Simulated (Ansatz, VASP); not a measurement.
# Two plane-wave programs on InP

File INCAR:

```
  PREC = Accurate
  ENCUT = 600
  EDIFF = 1E-6
  ISMEAR = 0
  SIGMA = 0.1
  LREAL = False
  LASPH = True
  NELM = 80
  ALGO = Normal
  ISIF = 3
  LWAVE = False
  LCHARG = False
  GGA = PE
  IBRION = 2
  NSW = 65
  EDIFFG = -0.01
```

File KPOINTS:

```
regular mesh
0
Gamma
  12 12 6
```

File POSCAR:

```
InP
1.0
    3.9175818557      0.0000000000      0.0000000000
   -1.9587909278      3.3927254084      0.0000000000
    0.0000000000      0.0000000000      6.3917909799
In P
2 2
Direct
    0.0000000000      0.0000000000      0.0000000000
    0.3333333333      0.6666666667      0.5000000000
    0.6666666667      0.3333333333      0.2500000000
    0.6666666667      0.3333333333      0.7500000000
```

Input for Ansatz:

```yaml
crystal:
  lattice:
    - [3.9175818557, 0.0, 0.0]
    - [-1.9587909278, 3.3927254084, 0.0]
    - [0.0, 0.0, 6.3917909799]
  atoms:
    - { symbol: In, position: [0.0, 0.0, 0.0] }
    - { symbol: P, position: [0.6666666667, 0.3333333333, 0.25] }
    - { symbol: In, position: [0.3333333333, 0.6666666667, 0.5] }
    - { symbol: P, position: [0.6666666667, 0.3333333333, 0.75] }
basis:
  ecutwfc: 420
kpoints:
  mp_grid: { grid: [12, 12, 6] }
hamiltonian:
  xc: pbe
scf:
  occupations: { method: gaussian, width: 0.1 }
output:
  forces: true
  stress: true
  eigenvalues: true
  populations: true
relax:
  adjacent_minimum: "off"
  f_tol: 0.01
  max_steps: 45
  cell: { stress_tol: 0.05 }
```

Alike in both runs: task relaxation of cell and atoms; functional PBE; k mesh 12 × 12 × 6; occupations gaussian, width 0.1 eV; no spin polarisation.

|  | VASP | Ansatz |
| --- | --- | --- |
| version | VASP 6.6.1 | Ansatz 0.2.0 |
| potentials or method | VASP PAW PBE potentials, release 64 (In_d, P), cutoff 600 eV | scalar-relativistic, plane waves, PAW |
| valence electrons in the cell | 36 | 36 |

Ansatz gave:

```
gap on the k mesh at the Fermi level, each at its own relaxed structure (eV) : none
relaxed volume (Å³/atom)                                                     : 22.05
```

**Question.** What did VASP give for the same quantities?

**Answer.** gap on the k mesh at the Fermi level, each at its own relaxed structure (eV): none; relaxed volume (Å³/atom): 22.07.

A gap of «none» marks a metal or a gap that the smearing closes.
